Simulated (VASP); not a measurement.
**SrO: single point with PBE**

SrO:

```
CELL_PARAMETERS angstrom
8.55093 0.00000 0.00000
-4.27547 7.40532 0.00000
0.00000 0.00000 10.31119
ATOMIC_POSITIONS crystal
Sr 0.33578 0.16331 0.21518
Sr 0.33388 0.16368 0.72180
Sr 0.33309 0.67283 0.22067
Sr 0.32961 0.66629 0.71889
Sr 0.83243 0.16727 0.21744
Sr 0.84104 0.16433 0.71744
Sr 0.83240 0.66628 0.21880
Sr 0.83589 0.66496 0.72021
Sr 0.17331 0.33485 0.46918
Sr 0.17410 0.33379 0.96639
Sr 0.16299 0.83395 0.47393
Sr 0.16783 0.83566 0.97179
Sr 0.67099 0.33202 0.46784
Sr 0.66319 0.33107 0.97100
Sr 0.67641 0.83904 0.46747
Sr 0.66777 0.82288 0.96554
O 0.33329 0.16555 0.46476
O 0.33769 0.16879 0.96917
O 0.33489 0.67151 0.47023
O 0.32504 0.66239 0.97039
O 0.83140 0.16758 0.46587
O 0.83238 0.16579 0.96961
O 0.83665 0.66808 0.46830
O 0.83737 0.67500 0.96636
O 0.17096 0.33922 0.21985
O 0.16729 0.33069 0.71573
O 0.16684 0.83691 0.21667
O 0.16386 0.83334 0.71478
O 0.66643 0.33167 0.21562
O 0.65904 0.32935 0.72361
O 0.67264 0.83880 0.21498
O 0.66543 0.83410 0.72188
```

This cell differs from its parent crystal: atoms moved at random.

```json
{
  "Program": "VASP 6.6.1",
  "Task": "single point",
  "Functional": "PBE",
  "Potentials or basis": "VASP PAW PBE potentials, release 64 (Sr_sv, O)",
  "Cutoff": "460 eV",
  "k mesh": "1 × 1 × 1",
  "Occupations": "gaussian, width 0.03 eV",
  "Spin": "no spin polarisation"
}
```

| Quantity | Value |
| --- | --- |
| Pressure | 1.9 GPa |
| Largest force | 0.980 eV/Å |
| Band gap on the k mesh | 2.56 eV |

Forces in eV/Å, atoms in the order of the input:
```
Sr  -0.349  0.282  0.435
Sr   0.030  0.086 -0.303
Sr   0.228 -0.188 -0.026
Sr   0.215  0.109 -0.067
Sr   0.374  0.106 -0.245
Sr  -0.616  0.052  0.313
Sr   0.089  0.050 -0.010
Sr  -0.280 -0.190 -0.059
Sr  -0.096  0.079 -0.321
Sr  -0.565 -0.014  0.373
Sr   0.331  0.149 -0.438
Sr   0.031 -0.171 -0.147
Sr  -0.397  0.014  0.102
Sr   0.539  0.137 -0.259
Sr  -0.414 -0.303  0.054
Sr  -0.683  0.661  0.238
O    0.127  0.069  0.186
O   -0.109 -0.143 -0.074
O    0.147 -0.036  0.016
O    0.220  0.100 -0.144
O    0.292  0.023  0.208
O    0.172 -0.026 -0.173
O   -0.147 -0.126  0.022
O    0.297 -0.417  0.103
O    0.052 -0.111 -0.086
O    0.089  0.107  0.122
O   -0.077 -0.178  0.023
O    0.078 -0.040  0.289
O   -0.051  0.155  0.174
O    0.391  0.143 -0.256
O   -0.085 -0.265  0.218
O    0.165 -0.113 -0.268
```

Stress tensor (GPa, compression positive):
```
 1.80 -0.21  0.03
-0.21  1.71  0.00
 0.03  0.00  2.27
```

Levels at points of the mesh, in eV from the valence-band top:
```csv
k point,band 124,band 125,band 126,band 127,band 128,band 129,band 130,band 131,band 132,band 133
"(0.00, 0.00, 0.00)",-0.28,-0.27,-0.26,-0.25,0.00,2.56,4.13,4.19,4.22,4.28
```

Run time: 42 s on 8 MPI ranks on Intel(R) Xeon(R) Platinum 8488C (Sapphire Rapids) (shared host), peak memory 0.17 GiB a rank.

Caveat: the k points lie up to 0.85 Å⁻¹ apart; the cell differs from its parent crystal (atoms moved at random); the cutoff is under 1.25 times the usual one of these potentials, so pressure, stress and relaxed cells hold a basis-set (Pulay) error. A k mesh can miss the band edges.
